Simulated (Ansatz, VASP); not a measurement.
Given: the input of a run of Ansatz 0.2.0 on P.

Contents of input.yaml:

```yaml
crystal:
  lattice:
    - [1.6254735952, -5.3911768097, 0.0]
    - [1.6254735952, 5.3911768097, 0.0]
    - [0.0, 0.0, 4.4822275814]
  atoms:
    - { symbol: P, position: [0.90414313, 0.09585687, 0.58881517] }
    - { symbol: P, position: [0.09585687, 0.90414313, 0.41118483] }
    - { symbol: P, position: [0.59585687, 0.40414313, 0.08881517] }
    - { symbol: P, position: [0.40414313, 0.59585687, 0.91118483] }
kpoints:
  mp_grid: { grid: [8, 8, 6] }
scf:
  occupations: { method: fermi_dirac, width: 0.15 }
hamiltonian:
  xc: { exchange: pbe, correlation: lda }
  pseudopotentials: { kind: all_electron, lapw: { basis_error: 0.0005 } }
output:
  forces: true
  stress: true
  eigenvalues: true
```

Potentials or basis: all-electron LAPW, scalar-relativistic.

Launch:

```console
$ ansatz run input.yaml --threads 2 --pin off --max-ram 6144MiB --backend cpu --events-out ev --progress --plain --runs-dir out
```

Q: Translate it to VASP 6.6.1. Potentials there: VASP PAW PBE potentials, release 64 (P).

A: As run (the cutoff follows the program's own potentials):

File INCAR:

```
SYSTEM = P
PREC = Accurate
ENCUT = 500
EDIFF = 1E-6
ISMEAR = -1
SIGMA = 0.15
LREAL = .FALSE.
LASPH = .TRUE.
NELM = 120
ALGO = Normal
ISIF = 2
LWAVE = .FALSE.
LCHARG = .FALSE.
GGA = LIBXC
LIBXC1 = GGA_X_PBE
LIBXC2 = LDA_C_PW
NBANDS = 18
GGA_COMPAT = .FALSE.
```

Contents of KPOINTS:

```
regular mesh
0
G
  8 8 6
  0 0 0
```

Contents of POSCAR:

```
P
1.0
    1.6254735952     -5.3911768097      0.0000000000
    1.6254735952      5.3911768097      0.0000000000
    0.0000000000      0.0000000000      4.4822275814
P
4
Direct
    0.9041431300      0.0958568700      0.5888151700
    0.0958568700      0.9041431300      0.4111848300
    0.5958568700      0.4041431300      0.0888151700
    0.4041431300      0.5958568700      0.9111848300
```

Potentials or basis: VASP PAW PBE potentials, release 64 (P).

Run with:

```sh
$ cat potpaw_PBE.64/P/POTCAR > POTCAR
$ mpirun -np 1 vasp_std > vasp.out
```

Both were run:

|  | VASP | Ansatz | Ansatz less VASP |
| --- | --- | --- | --- |
| pressure (GPa) | 11.3 | 11.7 | +0.45 |
| traceless stress, the component that is largest in VASP (GPa) | 1.47 | 1.53 | +0.058 |
| rms of the force components (eV/Å) | 0.413 | 0.450 | +0.0369 |

VASP's potentials were made for PBE, not for pbe exchange, lda correlation. Atom by atom the forces differ by 0.038 eV/Å (rms over components). Ansatz ran all-electron here, and VASP with PAW potentials.
